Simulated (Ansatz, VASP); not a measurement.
# Ta: VASP beside Ansatz

INCAR

```
PREC = Accurate ; ENCUT = 600
EDIFF = 1E-6 ; ISMEAR = 0
SIGMA = 0.1 ; LREAL = False
LASPH = True ; NELM = 100
ALGO = Normal ; ISIF = 3
LWAVE = False ; LCHARG = False
GGA = PE ; IBRION = 2
NSW = 100 ; EDIFFG = -0.01
```

KPOINTS

```
regular mesh
0
Gamma
  24 24 24
```

POSCAR

```
Ta
1.0
   -1.6623099440      1.6623099440      1.6623099440
    1.6623099440     -1.6623099440      1.6623099440
    1.6623099440      1.6623099440     -1.6623099440
Ta
1
Direct
    0.0000000000      0.0000000000      0.0000000000
```

Input for Ansatz:

```yaml
crystal:
  lattice:
    - [-1.662309944, 1.662309944, 1.662309944]
    - [1.662309944, -1.662309944, 1.662309944]
    - [1.662309944, 1.662309944, -1.662309944]
  atoms:
    - { symbol: Ta, position: [0.0, 0.0, 0.0] }
basis:
  ecutwfc: 420
kpoints:
  mp_grid: { grid: [24, 24, 24] }
hamiltonian:
  xc: pbe
scf:
  occupations: { method: gaussian, width: 0.1 }
output:
  forces: true
  stress: true
  eigenvalues: true
relax:
  adjacent_minimum: "off"
  f_tol: 0.01
  max_steps: 80
  cell: { stress_tol: 0.05 }
```

Alike in both runs: task relaxation of cell and atoms; functional PBE; k mesh 24 × 24 × 24; occupations gaussian, width 0.1 eV; no spin polarisation.

|  | VASP | Ansatz |
| --- | --- | --- |
| version | VASP 6.6.1 | Ansatz 0.2.0 |
| potentials or method | VASP PAW PBE potentials, release 64 (Ta_pv), cutoff 600 eV | scalar-relativistic, plane waves, PAW |
| valence electrons in the cell | 11 | 13 |

```csv
,VASP,Ansatz,Ansatz less VASP
"gap on the k mesh at the Fermi level, each at its own relaxed structure (eV)",none,none,-
relaxed volume (Å³/atom),18.29,18.28,-0.008
relaxed cell length with the largest relative difference (Å),2.875,2.874,-0.0004
```

A gap of «none» marks a metal or a gap that the smearing closes. VASP's potentials hold 11 valence electrons a cell and Ansatz's 13, so a difference there can come from the potentials and not from the codes.

Spin-orbit coupling is off throughout.
